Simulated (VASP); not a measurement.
Here is a VASP 6.6.1 calculation.

File INCAR:

```
PREC = Accurate
ENCUT = 600
EDIFF = 1E-6
ISMEAR = 0
SIGMA = 0.05
LREAL = False
LASPH = True
NELM = 80
ALGO = Normal
ISIF = 3
LWAVE = False
LCHARG = False
GGA = PE
IBRION = 2
NSW = 100
EDIFFG = -0.01
```

Contents of KPOINTS:

```
Automatic mesh
0
Gamma
  6 6 6
```

File POSCAR:

```
RbBr
1.0
    4.1929010518      0.0000000000      0.0000000000
    0.0000000000      4.1929010518      0.0000000000
    0.0000000000      0.0000000000      4.1929010518
Rb Br
1 1
Direct
    0.0440616418     -0.0203899238      0.1346111069
    0.4559383582      0.5203899238      0.3653888931
```

Potentials or basis: VASP PAW PBE potentials, release 64 (Rb_sv, Br).

Run with:

```sh
$ cat potpaw_PBE.64/Rb_sv/POTCAR potpaw_PBE.64/Br/POTCAR > POTCAR
$ mpirun -np 1 vasp_std > vasp.out
```

**Question.** What does it give for the space group after relaxing (to 0.1 Å)?

**Answer.** P-6m2 (No. 187).

**Question.** Estimate the band gap on the k mesh.

**Answer.** 3.94 eV.

**Question.** Predict the relaxed volume.

**Answer.** 43.26 Å³/atom.

Final structure:
```
CELL_PARAMETERS angstrom
4.62222 0.03302 1.20955
-0.03015 4.36024 -0.01322
1.23588 0.00474 4.61595
ATOMIC_POSITIONS crystal
Rb 0.08313 0.99945 0.08322
Br 0.41687 0.50055 0.41678
```

Caveat: the volume moved by over 15 % at a fixed basis, so the end points are rough.
